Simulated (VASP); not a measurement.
# CsBr (Pm-3m) in VASP: further runs

The runs below take CsBr through electric field gradients, with PBE.

Everything below comes from runs of VASP 6.6.1. Logs are shortened: lines on timing, memory, paths and dates and some standing lists are left out, and cuts for length are marked.

### Step 1. The cell of the first run

The structure is cubic, space group Pm-3m (No. 221). The conventional cell has a = 3.544 Å, b = 3.544 Å, c = 3.544 Å, α = 90.00°, β = 90.00°, γ = 90.00°. Cs (site symmetry m-3m) has 8 Br at 3.07 Å and 6 Cs at 3.54 Å within 4.0 Å. Within 4.0 Å of Br (site symmetry m-3m) lie 8 Cs at 3.07 Å and 6 Br at 3.54 Å.

### Step 2. Electric field gradients, PBE (volume scaled by 0.55)

File INCAR:

```
  PREC = Accurate
  ENCUT = 400
  EDIFF = 1E-8
  ISMEAR = -1
  SIGMA = 0.03
  LREAL = False
  LASPH = True
  NELM = 120
  ALGO = Normal
  ISIF = 2
  LWAVE = False
  LCHARG = False
  GGA = PE
  LEFG = True
  NBANDS = 15
  GGA_COMPAT = False
```

File KPOINTS:

```
regular mesh
0
Gamma
  7 7 7
```

File POSCAR:

```
CsBr
1.0
    3.5440742934      0.0000000000      0.0000000000
    0.0000000000      3.5440742934      0.0000000000
    0.0000000000      0.0000000000      3.5440742934
Cs Br
1 1
Direct
    0.0000000000      0.0000000000      0.0000000000
    0.5000000000      0.5000000000      0.5000000000
```

Potentials or basis: VASP PAW PBE potentials, release 64 (Cs_sv, Br).

Run with:

```
$ cat potpaw_PBE.64/Cs_sv/POTCAR potpaw_PBE.64/Br/POTCAR > POTCAR
$ mpirun -np 1 vasp_std > vasp.out
```

OUTCAR:

```text
PREC = Accurate
   ENCUT = 400
   EDIFF = 1E-8
   ISMEAR = -1
   LREAL = False
   LASPH = True
   NELM = 120
   ISIF = 2
   GGA = PE

 ion  position               nearest neighbor table
   1  0.000  0.000  0.000-
   2  0.500  0.500  0.500-

  LATTYP: Found a simple cubic cell.
 ALAT       =     3.5440742934

  Lattice vectors:

 A1 = (   3.5440742934,   0.0000000000,   0.0000000000)
 A2 = (   0.0000000000,   3.5440742934,   0.0000000000)
 A3 = (   0.0000000000,   0.0000000000,   3.5440742934)

Analysis of symmetry for initial positions (statically):
=====================================================================
 Subroutine PRICEL returns:
 Original cell was already a primitive cell.

 Routine SETGRP: Setting up the symmetry group for a
 simple cubic supercell.

 Subroutine GETGRP returns: Found 48 space group operations
 (whereof 48 operations were pure point group operations)
 out of a pool of 48 trial point group operations.

The static configuration has the point symmetry O_h .

Analysis of symmetry for dynamics (positions and initial velocities):
=====================================================================
 Subroutine PRICEL returns:
 Original cell was already a primitive cell.

 Routine SETGRP: Setting up the symmetry group for a
 simple cubic supercell.

 Subroutine GETGRP returns: Found 48 space group operations
 (whereof 48 operations were pure point group operations)
 out of a pool of 48 trial point group operations.

The dynamic configuration has the point symmetry O_h .

 Subroutine INISYM returns: Found 48 space group operations
 (whereof 48 operations are pure point group operations),
 and found     1 'primitive' translations

----------------------------------------------------------------------------------------

                                     Primitive cell

  volume of cell :      44.5152

  direct lattice vectors                    reciprocal lattice vectors
     3.544074293  0.000000000  0.000000000     0.282161128  0.000000000  0.000000000
     0.000000000  3.544074293  0.000000000     0.000000000  0.282161128  0.000000000
     0.000000000  0.000000000  3.544074293     0.000000000  0.000000000  0.282161128
[... 126 lines left out ...]

 E-fermi :   5.2141     XC(G=0): -10.8755

 val. band max:        4.5640006839   @ k =   0.0000   0.0000   0.0000
 cond. band min:       7.3289030325   @ k =   0.0000   0.0000   0.0000
 fundamental gap:      2.7649023486
 Fermi energy:         5.2141399712

 k-point     1 :       0.0000    0.0000    0.0000
  band No.  band energies     occupation
      1     -16.2663      2.00000
      2      -9.2703      2.00000
      3      -2.1978      2.00000
      4      -2.1978      2.00000
      5      -2.1978      2.00000
      6       4.5640      2.00000
      7       4.5640      2.00000
      8       4.5640      2.00000
      9       7.3289      0.00000
     10       7.3289      0.00000
     11      12.3395      0.00000
     12      14.6417      0.00000
     13      14.6417      0.00000
     14      14.6417      0.00000
[... 329 lines left out ...]
      2      -9.0993      2.00000
      3      -3.5667      2.00000
      4      -3.4309      2.00000
      5      -3.4309      2.00000
      6       0.7227      2.00000
      7       0.7227      2.00000
      8       1.2180      2.00000
      9      14.0428      0.00000
     10      15.1571      0.00000
     11      15.1571      0.00000
     12      16.7348      0.00000
     13      16.7348      0.00000
     14      17.4894      0.00000
     15      20.0352      0.00000

------------------------ aborting loop because EDIFF is reached ----------------------------------------

  FORCE on cell =-STRESS in cart. coord.  units (eV):
  Direction    XX          YY          ZZ          XY          YZ          ZX
  --------------------------------------------------------------------------------------
  -------------------------------------------------------------------------------------
  Total       11.2035694     11.2035694     11.2035694      0.0000000     -0.0000000      0.0000000
  in kB      403.2352938    403.2352938    403.2352938      0.0000000     -0.0000000      0.0000000
  external PRESSURE =     403.2352938 kB  Pullay stress =       0.0000000 kB

 VOLUME and BASIS-vectors are now :
 -----------------------------------------------------------------------------
  energy-cutoff  :      400.00
  volume of cell :       44.52
      direct lattice vectors                 reciprocal lattice vectors
     3.544074293  0.000000000  0.000000000     0.282161128  0.000000000  0.000000000
     0.000000000  3.544074293  0.000000000     0.000000000  0.282161128  0.000000000
     0.000000000  0.000000000  3.544074293     0.000000000  0.000000000  0.282161128

 POSITION                                       TOTAL-FORCE (eV/Angst)
 -----------------------------------------------------------------------------------
      0.00000      0.00000      0.00000         0.000000      0.000000      0.000000
      1.77204      1.77204      1.77204         0.000000      0.000000      0.000000
 -----------------------------------------------------------------------------------
    total drift:                                0.000000     -0.000000     -0.000000

  FREE ENERGIE OF THE ION-ELECTRON SYSTEM (eV)
  ---------------------------------------------------
  free  energy   TOTEN  =        -3.3369468680 eV

  energy  without entropy=       -3.3369468680  energy(sigma->0) =       -3.33694687

 Electric field gradients (V/A^2)
---------------------------------------------------------------------
 ion       V_xx      V_yy      V_zz      V_xy      V_xz      V_yz
---------------------------------------------------------------------
   1      -0.000    -0.000     0.000    -0.000     0.000     0.000
   2      -0.000     0.000     0.000     0.000     0.000    -0.000
---------------------------------------------------------------------

 Electric field gradients after diagonalization (V/A^2)
 (convention: |V_zz| > |V_xx| > |V_yy|)
----------------------------------------------------------------------
 ion       V_xx      V_yy      V_zz     asymmetry (V_yy - V_xx)/ V_zz
----------------------------------------------------------------------
   1      -0.000    -0.000     0.000       0.151
   2       0.000    -0.000     0.000      -0.876
----------------------------------------------------------------------

           NMR quadrupolar parameters

 Cq : quadrupolar parameter    Cq=e*Q*V_zz/h
 eta: asymmetry parameters     (V_yy - V_xx)/ V_zz
 Q  : nuclear electric quadrupole moment in mb (millibarn)
----------------------------------------------------------------------
 ion       Cq(MHz)       eta       Q (mb)
----------------------------------------------------------------------
   1       0.000       0.151       1.000
   2       0.000      -0.876       1.000
----------------------------------------------------------------------
```

OSZICAR:

```text
N       E                     dE             d eps       ncg     rms          rms(c)
DAV:   1     0.744530503303E+02    0.74453E+02   -0.62965E+03   600   0.795E+02
DAV:   2     0.208251275213E+00   -0.74245E+02   -0.68729E+02   841   0.156E+02
DAV:   3    -0.356472202375E+01   -0.37730E+01   -0.37610E+01   768   0.372E+01
DAV:   4    -0.358045502712E+01   -0.15733E-01   -0.15732E-01   754   0.288E+00
DAV:   5    -0.358052166352E+01   -0.66636E-04   -0.66634E-04   775   0.185E-01    0.470E+00
DAV:   6    -0.336824524088E+01    0.21228E+00   -0.20815E-01   698   0.328E+00    0.249E+00
DAV:   7    -0.333609476859E+01    0.32150E-01   -0.14630E-01   740   0.248E+00    0.801E-01
DAV:   8    -0.333737525054E+01   -0.12805E-02   -0.17998E-02   656   0.900E-01    0.122E-01
DAV:   9    -0.333695244294E+01    0.42281E-03   -0.61930E-04   733   0.202E-01    0.391E-02
DAV:  10    -0.333697485147E+01   -0.22409E-04   -0.40254E-04   768   0.116E-01    0.348E-02
DAV:  11    -0.333694748963E+01    0.27362E-04   -0.83009E-05   656   0.651E-02    0.719E-03
DAV:  12    -0.333694709158E+01    0.39805E-06   -0.65168E-06   754   0.178E-02    0.173E-03
DAV:  13    -0.333694687287E+01    0.21871E-06   -0.33756E-07   733   0.372E-03    0.123E-03
DAV:  14    -0.333694686804E+01    0.48292E-08   -0.49930E-08   698   0.133E-03
   1 F= -.33369469E+01 E0= -.33369469E+01  d E =-.462607E-11
```

stdout:

```text
POSCAR found type information on POSCAR CsBr
 POSCAR found :  2 types and       2 ions
 scaLAPACK will be used
 LDA part: xc-table for (Slater+PW92), standard interpolation
 POSCAR, INCAR and KPOINTS ok, starting setup
 FFT: planning ... GRIDC
 FFT: planning ... GRID_SOFT
 FFT: planning ... GRID
 WAVECAR not read
 entering main loop
ion   1

ion   2
```

It took 22 s on 1 thread of AMD EPYC 7R13, shared host; peak memory 0.11 GiB.

Results:

| Quantity | Value |
| --- | --- |
| Free energy | -3.3369 eV |
| Pressure | 40.3 GPa |
| Band gap on the k mesh | 2.76 eV, direct |

Levels at points of the mesh, in eV from the valence-band top:
| k point | band 6 | band 7 | band 8 | band 9 | band 10 | band 11 |
| --- | --- | --- | --- | --- | --- | --- |
| (0.00, 0.00, 0.00) | 0.00 | 0.00 | 0.00 | 2.76 | 2.76 | 7.78 |

Caveat: without QUAD_EFG the Cq values of the log hold for a quadrupole moment of 1 mb, not for the nuclei; spin-orbit coupling is left out, which moves the levels of the heavy elements. A k mesh can miss the band edges.

### Step 3. Electric field gradients, PBE (volume scaled by 0.6)

File INCAR:

```
SYSTEM = CsBr
PREC = Accurate
ENCUT = 400
EDIFF = 1E-8
ISMEAR = -1
SIGMA = 0.03
LREAL = .False.
LASPH = .True.
NELM = 120
ALGO = Normal
ISIF = 2
LWAVE = .False.
LCHARG = .False.
GGA = PE
LEFG = .True.
NBANDS = 15
GGA_COMPAT = .False.
```

File KPOINTS:

```
Automatic mesh
0
Gamma
  7 7 7
  0 0 0
```

File POSCAR:

```
CsBr
1.0
    3.6483710781      0.0000000000      0.0000000000
    0.0000000000      3.6483710781      0.0000000000
    0.0000000000      0.0000000000      3.6483710781
Cs Br
1 1
Direct
    0.0000000000      0.0000000000      0.0000000000
    0.5000000000      0.5000000000      0.5000000000
```

Potentials or basis: VASP PAW PBE potentials, release 64 (Cs_sv, Br).

Run with:

```
$ cat potpaw_PBE.64/Cs_sv/POTCAR potpaw_PBE.64/Br/POTCAR > POTCAR
$ mpirun -np 1 vasp_std > vasp.out
```

OUTCAR:

```text
SYSTEM = CsBr
   PREC = Accurate
   ENCUT = 400
   EDIFF = 1E-8
   ISMEAR = -1
   LREAL = .False.
   LASPH = .True.
   NELM = 120
   ISIF = 2
   GGA = PE

 ion  position               nearest neighbor table
   1  0.000  0.000  0.000-
   2  0.500  0.500  0.500-

  LATTYP: Found a simple cubic cell.
 ALAT       =     3.6483710781

  Lattice vectors:

 A1 = (   3.6483710781,   0.0000000000,   0.0000000000)
 A2 = (   0.0000000000,   3.6483710781,   0.0000000000)
 A3 = (   0.0000000000,   0.0000000000,   3.6483710781)

Analysis of symmetry for initial positions (statically):
=====================================================================
 Subroutine PRICEL returns:
 Original cell was already a primitive cell.

 Routine SETGRP: Setting up the symmetry group for a
 simple cubic supercell.

 Subroutine GETGRP returns: Found 48 space group operations
 (whereof 48 operations were pure point group operations)
 out of a pool of 48 trial point group operations.

The static configuration has the point symmetry O_h .

Analysis of symmetry for dynamics (positions and initial velocities):
=====================================================================
 Subroutine PRICEL returns:
 Original cell was already a primitive cell.

 Routine SETGRP: Setting up the symmetry group for a
 simple cubic supercell.

 Subroutine GETGRP returns: Found 48 space group operations
 (whereof 48 operations were pure point group operations)
 out of a pool of 48 trial point group operations.

[... 165 lines left out ...]
     14      13.5824      0.00000
[... 329 lines left out ...]
      2      -9.7625      2.00000
      3      -4.1221      2.00000
      4      -4.0157      2.00000
      5      -4.0157      2.00000
      6       0.3208      2.00000
      7       0.3208      2.00000
      8       0.7191      2.00000
      9      12.7037      0.00000
     10      13.7126      0.00000
     11      13.7126      0.00000
     12      15.1673      0.00000
     13      15.1673      0.00000
     14      15.7930      0.00000
     15      18.4161      0.00000

------------------------ aborting loop because EDIFF is reached ----------------------------------------

  FORCE on cell =-STRESS in cart. coord.  units (eV):
  Direction    XX          YY          ZZ          XY          YZ          ZX
  --------------------------------------------------------------------------------------
  -------------------------------------------------------------------------------------
  Total        8.5188103      8.5188103      8.5188103     -0.0000000     -0.0000000      0.0000000
  in kB      281.0557776    281.0557776    281.0557776     -0.0000000     -0.0000000      0.0000000
  external PRESSURE =     281.0557776 kB  Pullay stress =       0.0000000 kB

 VOLUME and BASIS-vectors are now :
 -----------------------------------------------------------------------------
  energy-cutoff  :      400.00
  volume of cell :       48.56
      direct lattice vectors                 reciprocal lattice vectors
     3.648371078  0.000000000  0.000000000     0.274094926  0.000000000  0.000000000
     0.000000000  3.648371078  0.000000000     0.000000000  0.274094926  0.000000000
     0.000000000  0.000000000  3.648371078     0.000000000  0.000000000  0.274094926

 POSITION                                       TOTAL-FORCE (eV/Angst)
 -----------------------------------------------------------------------------------
      0.00000      0.00000      0.00000         0.000000      0.000000      0.000000
      1.82419      1.82419      1.82419         0.000000      0.000000      0.000000
 -----------------------------------------------------------------------------------
    total drift:                                0.000000     -0.000000     -0.000000

  FREE ENERGIE OF THE ION-ELECTRON SYSTEM (eV)
  ---------------------------------------------------
  free  energy   TOTEN  =        -4.1932240242 eV

  energy  without entropy=       -4.1932240242  energy(sigma->0) =       -4.19322402

 Electric field gradients (V/A^2)
---------------------------------------------------------------------
 ion       V_xx      V_yy      V_zz      V_xy      V_xz      V_yz
---------------------------------------------------------------------
   1      -0.000    -0.000    -0.000    -0.000    -0.000    -0.000
   2      -0.000    -0.000    -0.000    -0.000     0.000    -0.000
---------------------------------------------------------------------

 Electric field gradients after diagonalization (V/A^2)
 (convention: |V_zz| > |V_xx| > |V_yy|)
----------------------------------------------------------------------
 ion       V_xx      V_yy      V_zz     asymmetry (V_yy - V_xx)/ V_zz
----------------------------------------------------------------------
   1      -0.000    -0.000    -0.000      -0.402
   2      -0.000    -0.000    -0.000      -0.689
----------------------------------------------------------------------

           NMR quadrupolar parameters

 Cq : quadrupolar parameter    Cq=e*Q*V_zz/h
 eta: asymmetry parameters     (V_yy - V_xx)/ V_zz
 Q  : nuclear electric quadrupole moment in mb (millibarn)
----------------------------------------------------------------------
 ion       Cq(MHz)       eta       Q (mb)
----------------------------------------------------------------------
   1      -0.000      -0.402       1.000
   2      -0.000      -0.689       1.000
----------------------------------------------------------------------
```

stdout:

```text
POSCAR found type information on POSCAR CsBr
 POSCAR found :  2 types and       2 ions
 scaLAPACK will be used
 LDA part: xc-table for (Slater+PW92), standard interpolation
 POSCAR, INCAR and KPOINTS ok, starting setup
 FFT: planning ... GRIDC
 FFT: planning ... GRID_SOFT
 FFT: planning ... GRID
 WAVECAR not read
 entering main loop
ion   1

ion   2
```

Wall time 21 s (1 thread of AMD EPYC 7R13, shared host); peak memory 0.11 GiB.

Results:

```yaml
Free_energy: -4.1932 eV
Pressure: 28.1 GPa
Band_gap_on_the_k_mesh: 3.33 eV, direct
```

Levels at points of the mesh, in eV from the valence-band top:
| k point | band 5 | band 6 | band 7 | band 8 | band 9 | band 10 | band 11 | band 12 |
| --- | --- | --- | --- | --- | --- | --- | --- | --- |
| (0.00, 0.00, 0.00) | -6.47 | 0.00 | 0.00 | 0.00 | 3.33 | 3.33 | 7.10 | 10.06 |

Caveat: without QUAD_EFG the Cq values of the log hold for a quadrupole moment of 1 mb, not for the nuclei; spin-orbit coupling is left out, which moves the levels of the heavy elements.

(Part 1 of 2 ends here.)
